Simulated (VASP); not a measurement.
# CO2 (Pbca) in VASP: notebook

The runs below take CO2 through single point, with PBE.

Program: VASP 6.6.1. These are calculated values, not measurements. Logs are shortened: lines on timing, memory, paths and dates and some standing lists are left out, and cuts for length are marked.

## Step 1: The cell of the first run

It takes space group Pbca (No. 61, orthorhombic). Conventional cell: a = 5.492 Å, b = 6.049 Å, c = 6.049 Å, α = 90.00°, β = 90.00°, γ = 90.00°. Within 1.5 Å of C (site symmetry -1) lie 2 O at 1.13 Å. O (site symmetry 1) has 1 C at 1.13 Å within 1.5 Å.

## Step 2: Single point, PBE (16.75 Å³/atom)

Contents of INCAR:

```
  ALGO = Normal
  EDIFF = 1E-6
  ENCUT = 520
  GGA = PE
  ISIF = 2
  ISMEAR = 0
  LASPH = T
  LCHARG = F
  LREAL = F
  LWAVE = F
  NBANDS = 44
  NELM = 60
  PREC = Accurate
  SIGMA = 0.05
```

Contents of KPOINTS:

```
k-points
0
Gamma
  4 4 4
```

Contents of POSCAR:

```
CO2
1.0
    6.0487944717      0.0000000000      0.0000000000
    0.0000000000      6.0487944717      0.0000000000
    0.0000000000      0.0000000000      5.4923053803
C O
4 8
Direct
    0.0000000000      0.0000000000      0.0000000000
    0.5000000000      0.0000000000      0.5000000000
    0.5000000000      0.5000000000      0.0000000000
    0.0000000000      0.5000000000      0.5000000000
    0.1114834447      0.1114834447      0.1114834447
    0.3885165553      0.8885165553      0.6114834447
    0.6114834447      0.3885165553      0.8885165553
    0.8885165553      0.6114834447      0.3885165553
    0.8885165553      0.8885165553      0.8885165553
    0.6114834447      0.1114834447      0.3885165553
    0.3885165553      0.6114834447      0.1114834447
    0.1114834447      0.3885165553      0.6114834447
```

Potentials or basis: VASP PAW PBE potentials, release 64 (C, O).

Launch:

```sh
> cat potpaw_PBE.64/C/POTCAR potpaw_PBE.64/O/POTCAR > POTCAR
> mpirun -np 1 vasp_std > vasp.out
```

OUTCAR:

```text
EDIFF = 1E-6
   ENCUT = 520
   GGA = PE
   ISIF = 2
   ISMEAR = 0
   LASPH = T
   LREAL = F
   NELM = 60
   PREC = Accurate

 ion  position               nearest neighbor table
   1  0.000  0.000  0.000-   5 1.13   9 1.13
   2  0.500  0.000  0.500-   6 1.13  10 1.13
   3  0.500  0.500  0.000-   7 1.13  11 1.13
   4  0.000  0.500  0.500-   8 1.13  12 1.13
   5  0.111  0.111  0.111-   1 1.13
   6  0.389  0.889  0.611-   2 1.13
   7  0.611  0.389  0.889-   3 1.13
   8  0.889  0.611  0.389-   4 1.13
   9  0.889  0.889  0.889-   1 1.13
  10  0.611  0.111  0.389-   2 1.13
  11  0.389  0.611  0.111-   3 1.13
  12  0.111  0.389  0.611-   4 1.13

  LATTYP: Found a simple tetragonal cell.
 ALAT       =     6.0487944717
 C/A-ratio  =     0.9080000000

  Lattice vectors:

 A1 = (   6.0487944717,   0.0000000000,   0.0000000000)
 A2 = (   0.0000000000,   6.0487944717,   0.0000000000)
 A3 = (   0.0000000000,   0.0000000000,   5.4923053803)

Analysis of symmetry for initial positions (statically):
=====================================================================
 Subroutine PRICEL returns:
 Original cell was already a primitive cell.

 Routine SETGRP: Setting up the symmetry group for a
 simple tetragonal supercell.

 Subroutine GETGRP returns: Found  8 space group operations
 (whereof  2 operations were pure point group operations)
 out of a pool of 16 trial point group operations.

The static configuration has the point symmetry S_2 .
 The point group associated with its full space group is D_2h.

Analysis of symmetry for dynamics (positions and initial velocities):
=====================================================================
 Subroutine PRICEL returns:
 Original cell was already a primitive cell.

 Routine SETGRP: Setting up the symmetry group for a
 simple tetragonal supercell.

 Subroutine GETGRP returns: Found  8 space group operations
 (whereof  2 operations were pure point group operations)
 out of a pool of 16 trial point group operations.

The dynamic configuration has the point symmetry S_2 .
 The point group associated with its full space group is D_2h.

 Subroutine INISYM returns: Found  8 space group operations
 (whereof  2 operations are pure point group operations),
 and found     1 'primitive' translations
[... 110 lines left out ...]
   LNONCOLLINEAR =      F non collinear calculations
   LSORBIT =      F    spin-orbit coupling
   LASPH  =      T    aspherical Exc in radial PAW
   ENCUT  =  520.0 eV  38.22 Ry    6.18 a.u.  11.25 11.25 10.21*2*pi/ulx,y,z
   NELM   =     60;   NELMIN=  2; NELMDL= -5     # of ELM steps
   EDIFF  = 0.1E-05   stopping-criterion for ELM
   LREAL  =      F    real-space projection
[... 7 lines left out ...]
   TEBEG  =    0.0;   TEEND  =   0.0 temperature during run
   PSTRESS=    0.0 pullay stress
   NELECT =      64.0000    total number of electrons
   NUPDOWN=      -1.0000    fix difference up-down
   EMIN   =  10.00;   EMAX   =-10.00  energy-range for DOS
   EFERMI =   0.00;   METHOD = LEGACY
   ISMEAR =     0;   SIGMA  =   0.05  broadening in eV -4-tet -1-fermi 0-gaus
   EFERMI_NEDOS =   21; number of points for ismear=-14 and -15
   IALGO  =     38    algorithm
   IMIX   =      4    mixing-type and parameters
     AMIX     =   0.40;   BMIX     =  1.00
     AMIX_MAG =   1.60;   BMIX_MAG =  1.00
  volume/ion in A,a.u.               =      16.75       113.01
  Fermi-wavevector in a.u.,A,eV,Ry     =   1.117989  2.112692 17.005902  1.249899
  Thomas-Fermi vector in A             =   2.254616
   LORBIT       =      0    0 simple, 1 ext, 2 COOP (PROOUT), +10 PAW based schemes
   GGA     = PE    functional components
   LHFCALC =     F    Hartree Fock is set to
   AEXX    =    0.0000 exact exchange contribution
   IVDW    =     0    specifies the selected vdW correction
   LEPSILON=     F    determine dielectric tensor
   LRPA    =     F    only Hartree local field effects (RPA)
 non-spin polarized calculation
 Gauss-broadening in eV      SIGMA  =   0.05
  energy-cutoff  :      520.00
  volume of cell :      200.95
 maximum number of plane-waves:      5444
 NGX is ok and might be reduce to    48
   NGX = 23   NGY = 23   NGZ = 21

 number of electron      63.9999996 magnetization

 Free energy of the ion-electron system (eV)
  ---------------------------------------------------
  ext. energy  EPLUGINS =         0.00000000
  ---------------------------------------------------
  free energy    TOTEN  =       -91.43940755 eV

  energy without entropy =      -91.43940755  energy(sigma->0) =      -91.43940755

 E-fermi :  -4.1155     XC(G=0):  -7.2312

 val. band max:       -4.3579754633   @ k =   0.0000   0.0000   0.0000
 cond. band min:       2.5108050780   @ k =   0.0000   0.0000   0.0000
 fundamental gap:      6.8687805412
 Fermi energy:        -4.1155251398

 k-point     1 :       0.0000    0.0000    0.0000
  band No.  band energies     occupation
      1     -25.2616      2.00000
      2     -25.1586      2.00000
      3     -25.1545      2.00000
      4     -25.1329      2.00000
      5     -24.2084      2.00000
      6     -24.2041      2.00000
[... 1117 lines left out ...]
     43       6.1386      0.00000
     44       6.1386      0.00000

 [... further k-points ...]
[... 5 lines left out ...]
  --------------------------------------------------------------------------------------
  -------------------------------------------------------------------------------------
  Total       15.8616041     15.9481232     13.6694985     -0.0000000      0.0000000      0.0000000
  in kB      126.4635461    127.1533570    108.9860293     -0.0000000      0.0000000      0.0000000
  external PRESSURE =     120.8676441 kB  Pullay stress =       0.0000000 kB

 VOLUME and BASIS-vectors are now :
 -----------------------------------------------------------------------------
  energy-cutoff  :      520.00
  volume of cell :      200.95
      direct lattice vectors                 reciprocal lattice vectors
     6.048794472  0.000000000  0.000000000     0.165322198  0.000000000  0.000000000
     0.000000000  6.048794472  0.000000000     0.000000000  0.165322198  0.000000000
     0.000000000  0.000000000  5.492305380     0.000000000  0.000000000  0.182072906

 POSITION                                       TOTAL-FORCE (eV/Angst)
 -----------------------------------------------------------------------------------
      0.00000      0.00000      0.00000         0.000000      0.000000      0.000000
      3.02440      0.00000      2.74615         0.000000      0.000000      0.000000
      3.02440      3.02440      0.00000         0.000000      0.000000      0.000000
      0.00000      3.02440      2.74615         0.000000      0.000000      0.000000
      0.67434      0.67434      0.61230         2.982372      2.964753      2.721092
      2.35006      5.37445      3.35845        -2.982372     -2.964753      2.721092
      3.69874      2.35006      4.88000         2.982372     -2.964753     -2.721092
      5.37445      3.69874      2.13385        -2.982372      2.964753     -2.721092
      5.37445      5.37445      4.88000        -2.982372     -2.964753     -2.721092
      3.69874      0.67434      2.13385         2.982372      2.964753     -2.721092
      2.35006      3.69874      0.61230        -2.982372      2.964753      2.721092
      0.67434      2.35006      3.35845         2.982372     -2.964753      2.721092
 -----------------------------------------------------------------------------------
    total drift:                                0.000000      0.000000      0.000000

  FREE ENERGIE OF THE ION-ELECTRON SYSTEM (eV)
  ---------------------------------------------------
  free  energy   TOTEN  =       -91.4394075482 eV

  energy  without entropy=      -91.4394075482  energy(sigma->0) =      -91.43940755
```

stdout:

```text
POSCAR found type information on POSCAR C O
 POSCAR found :  2 types and      12 ions
 scaLAPACK will be used
 LDA part: xc-table for (Slater+PW92), standard interpolation
 POSCAR, INCAR and KPOINTS ok, starting setup
 FFT: planning ... GRIDC
 FFT: planning ... GRID_SOFT
 FFT: planning ... GRID
 WAVECAR not read
 entering main loop
```

Wall time 2.9 min (1 thread of Intel Xeon Platinum 8488C (Sapphire Rapids), shared host); peak memory 0.38 GiB.

What came out:

| Quantity | Value |
| --- | --- |
| Free energy | -91.4394 eV |
| Pressure | 12.1 GPa |
| Largest force | 5.009 eV/Å |
| Band gap on the k mesh | 6.87 eV |

Forces on the atoms (eV/Å):
```
C    0.000  0.000  0.000
C    0.000  0.000  0.000
C    0.000  0.000  0.000
C    0.000  0.000  0.000
O    2.982  2.965  2.721
O   -2.982 -2.965  2.721
O    2.982 -2.965 -2.721
O   -2.982  2.965 -2.721
O   -2.982 -2.965 -2.721
O    2.982  2.965 -2.721
O   -2.982  2.965  2.721
O    2.982 -2.965  2.721
```

Caveat: the cell stands under pressure; this functional lacks dispersion, which holds the molecules together, so the pressure and a relaxed volume are unreliable; forces of over 1 eV/Å act on the atoms, so gaps and moduli don't describe the material at rest. A k mesh can miss the band edges.

## Step 3: Single point, PBE (19.71 Å³/atom)

This run uses another cell than the first one, of 19.71 Å³/atom.

Contents of INCAR:

```
ALGO     = Normal         # electronic algorithm
EDIFF    = 1E-7           # SCF threshold, eV
ENCUT    = 520            # plane-wave cutoff, eV
GGA      = PE             # functional
ISIF     = 2              # what is computed and relaxed
ISMEAR   = 0              # smearing method
LASPH    = T              # aspherical terms in the spheres
LCHARG   = F              # write CHGCAR
LREAL    = F              # projectors in reciprocal space
LWAVE    = F              # write WAVECAR
NBANDS   = 44             # bands
NELM     = 60             # most SCF steps
PREC     = Accurate       # precision mode
SIGMA    = 0.05           # smearing width, eV
```

KPOINTS is that of step 2.

POSCAR: that of step 2 with these lines changed.

```diff
@@ -2,5 +2,5 @@
 1.0
-    6.0487944717      0.0000000000      0.0000000000
-    0.0000000000      6.0487944717      0.0000000000
-    0.0000000000      0.0000000000      5.4923053803
+    6.3864670220      0.0000000000      0.0000000000
+    0.0000000000      6.3864670220      0.0000000000
+    0.0000000000      0.0000000000      5.7989120559
 C O
```

Potentials or basis: VASP PAW PBE potentials, release 64 (C, O).

Launch:

```sh
> cat potpaw_PBE.64/C/POTCAR potpaw_PBE.64/O/POTCAR > POTCAR
> mpirun -np 1 vasp_std > vasp.out
```

OUTCAR:

```text
EDIFF = 1E-7
   ENCUT = 520
   GGA = PE
   ISIF = 2
   ISMEAR = 0
   LASPH = T
   LREAL = F
   NELM = 60
   PREC = Accurate

 ion  position               nearest neighbor table
   1  0.000  0.000  0.000-   5 1.20   9 1.20
   2  0.500  0.000  0.500-   6 1.20  10 1.20
   3  0.500  0.500  0.000-   7 1.20  11 1.20
   4  0.000  0.500  0.500-   8 1.20  12 1.20
   5  0.111  0.111  0.111-   1 1.20
   6  0.389  0.889  0.611-   2 1.20
   7  0.611  0.389  0.889-   3 1.20
   8  0.889  0.611  0.389-   4 1.20
   9  0.889  0.889  0.889-   1 1.20
  10  0.611  0.111  0.389-   2 1.20
  11  0.389  0.611  0.111-   3 1.20
  12  0.111  0.389  0.611-   4 1.20

  LATTYP: Found a simple tetragonal cell.
 ALAT       =     6.3864670220
 C/A-ratio  =     0.9080000000

  Lattice vectors:

 A1 = (   6.3864670220,   0.0000000000,   0.0000000000)
 A2 = (   0.0000000000,   6.3864670220,   0.0000000000)
[... 199 lines left out ...]

 val. band max:       -4.9898308157   @ k =   0.0000   0.0000   0.0000
 cond. band min:       1.3562337646   @ k =   0.0000   0.0000   0.0000
 fundamental gap:      6.3460645802
 Fermi energy:        -4.6864501243

 k-point     1 :       0.0000    0.0000    0.0000
  band No.  band energies     occupation
      1     -25.0848      2.00000
      2     -25.0166      2.00000
      3     -25.0137      2.00000
      4     -24.9991      2.00000
      5     -24.0414      2.00000
      6     -24.0386      2.00000
[... 1117 lines left out ...]
     43       4.4057      0.00000
     44       4.4057      0.00000

 [... further k-points ...]
[... 5 lines left out ...]
  --------------------------------------------------------------------------------------
  -------------------------------------------------------------------------------------
  Total       -7.1594123     -7.1043457     -5.6121610      0.0000000      0.0000000      0.0000000
  in kB      -48.4975817    -48.1245629    -38.0165613      0.0000000      0.0000000      0.0000000
  external PRESSURE =     -44.8795686 kB  Pullay stress =       0.0000000 kB

 VOLUME and BASIS-vectors are now :
 -----------------------------------------------------------------------------
  energy-cutoff  :      520.00
  volume of cell :      236.52
      direct lattice vectors                 reciprocal lattice vectors
     6.386467022  0.000000000  0.000000000     0.156581095  0.000000000  0.000000000
     0.000000000  6.386467022  0.000000000     0.000000000  0.156581095  0.000000000
     0.000000000  0.000000000  5.798912056     0.000000000  0.000000000  0.172446140

 POSITION                                       TOTAL-FORCE (eV/Angst)
 -----------------------------------------------------------------------------------
      0.00000      0.00000      0.00000         0.000000     -0.000000      0.000000
      3.19323      0.00000      2.89946         0.000000     -0.000000      0.000000
      3.19323      3.19323      0.00000         0.000000     -0.000000      0.000000
      0.00000      3.19323      2.89946         0.000000     -0.000000      0.000000
      0.71199      0.71199      0.64648        -1.166264     -1.175586     -1.049205
      2.48125      5.67448      3.54594         1.166264      1.175586     -1.049205
      3.90522      2.48125      5.15243        -1.166264      1.175586      1.049205
      5.67448      3.90522      2.25297         1.166264     -1.175586      1.049205
      5.67448      5.67448      5.15243         1.166264      1.175586      1.049205
      3.90522      0.71199      2.25297        -1.166264     -1.175586      1.049205
      2.48125      3.90522      0.64648         1.166264     -1.175586     -1.049205
      0.71199      2.48125      3.54594        -1.166264      1.175586     -1.049205
 -----------------------------------------------------------------------------------
    total drift:                                0.000000      0.000000      0.000000

  FREE ENERGIE OF THE ION-ELECTRON SYSTEM (eV)
  ---------------------------------------------------
  free  energy   TOTEN  =       -92.1002164298 eV

  energy  without entropy=      -92.1002164298  energy(sigma->0) =      -92.10021643
```

It took 1.9 min on 1 thread of AMD EPYC 9R45 (Zen 5), shared host; peak memory 0.39 GiB.

What came out:

```yaml
Free_energy: -92.1002 eV
Pressure: -4.5 GPa
Largest_force: 1.960 eV/Å
Band_gap_on_the_k_mesh: 6.35 eV
```

Forces in eV/Å, atoms in the order of the input:
```
C    0.000  0.000  0.000
C    0.000  0.000  0.000
C    0.000  0.000  0.000
C    0.000  0.000  0.000
O   -1.166 -1.176 -1.049
O    1.166  1.176 -1.049
O   -1.166  1.176  1.049
O    1.166 -1.176  1.049
O    1.166  1.176  1.049
O   -1.166 -1.176  1.049
O    1.166 -1.176 -1.049
O   -1.166  1.176 -1.049
```

Stress tensor (GPa, compression positive):
```
-4.85  0.00  0.00
 0.00 -4.81  0.00
 0.00  0.00 -3.80
```

Caveat: the cell stands under tension; this functional lacks dispersion, which holds the molecules together, so the pressure and a relaxed volume are unreliable; forces of over 1 eV/Å act on the atoms, so gaps and moduli don't describe the material at rest. PBE gaps usually lie below the measured ones, often by a third to a half.

## Step 4: Single point, PBE (19.71 Å³/atom)

This run uses another cell than the first one, of 19.71 Å³/atom.

Contents of INCAR:

```
SYSTEM = CO2
  PREC = Accurate
  ENCUT = 520
  EDIFF = 1E-7
  ISMEAR = 0
  SIGMA = 0.05
  LREAL = .False.
  LASPH = .True.
  NELM = 60
  ALGO = Normal
  ISIF = 2
  LWAVE = .False.
  LCHARG = .False.
  GGA = PE
  NBANDS = 44
```

Contents of KPOINTS:

```
regular mesh
0
Gamma
  4 4 4
  0 0 0
```

POSCAR: that of step 3 with these lines changed.

```diff
@@ -2,5 +2,5 @@
 1.0
-    6.3864670220      0.0000000000      0.0000000000
-    0.0000000000      6.3864670220      0.0000000000
-    0.0000000000      0.0000000000      5.7989120559
+    5.9885370900      0.0000000000      0.0000000000
+    0.0000000000      5.9885370900      0.0000000000
+    0.0000000000      0.0000000000      6.5951758972
 C O
```

Launch:

```sh
> cat potpaw_PBE.64/C/POTCAR potpaw_PBE.64/O/POTCAR > POTCAR
> mpirun -np 1 vasp_std > vasp.out
```

It took 2.2 min on 1 thread of AMD EPYC 9R45 (Zen 5), shared host; peak memory 0.4 GiB.

The run converged. Its results:

```
Free energy            : -92.0979 eV
Pressure               : -4.5 GPa
Largest force          : 1.969 eV/Å
Band gap on the k mesh : 6.35 eV
```

Forces on the atoms (eV/Å):
```
C    0.000  0.000  0.000
C    0.000  0.000  0.000
C    0.000  0.000  0.000
C    0.000  0.000  0.000
O   -1.099 -1.088 -1.218
O    1.099  1.088 -1.218
O   -1.099  1.088  1.218
O    1.099 -1.088  1.218
O    1.099  1.088  1.218
O   -1.099 -1.088  1.218
O    1.099 -1.088 -1.218
O   -1.099  1.088 -1.218
```

Stress tensor (GPa, compression positive):
```
-4.16  0.00  0.00
 0.00 -4.12  0.00
 0.00  0.00 -5.24
```

Levels at points of the mesh, in eV from the valence-band top:
| k point | band 29 | band 30 | band 31 | band 32 | band 33 | band 34 | band 35 | band 36 |
| --- | --- | --- | --- | --- | --- | --- | --- | --- |
| (0.00, 0.00, 0.00) | -0.14 | -0.13 | -0.11 | 0.00 | 6.35 | 7.65 | 7.74 | 7.78 |
| (0.50, 0.00, 0.00) | -0.19 | -0.19 | -0.11 | -0.11 | 7.65 | 7.65 | 7.73 | 7.73 |
| (0.00, 0.50, 0.00) | -0.19 | -0.19 | -0.10 | -0.10 | 7.65 | 7.65 | 7.65 | 7.65 |
| (0.50, 0.50, 0.00) | -0.18 | -0.18 | -0.18 | -0.18 | 7.66 | 7.66 | 7.66 | 7.66 |
| (0.00, 0.00, 0.50) | -0.21 | -0.21 | -0.07 | -0.07 | 7.44 | 7.44 | 7.68 | 7.68 |
| (0.50, 0.00, 0.50) | -0.17 | -0.17 | -0.17 | -0.17 | 7.69 | 7.69 | 7.69 | 7.69 |
| (0.00, 0.50, 0.50) | -0.18 | -0.18 | -0.18 | -0.18 | 7.68 | 7.68 | 7.68 | 7.68 |
| (0.50, 0.50, 0.50) | -0.17 | -0.17 | -0.17 | -0.17 | 7.70 | 7.70 | 7.70 | 7.70 |

Caveat: the cell stands under tension; this functional lacks dispersion, which holds the molecules together, so the pressure and a relaxed volume are unreliable; forces of over 1 eV/Å act on the atoms, so gaps and moduli don't describe the material at rest. A k mesh can miss the band edges.

[end of part 1 of 2]
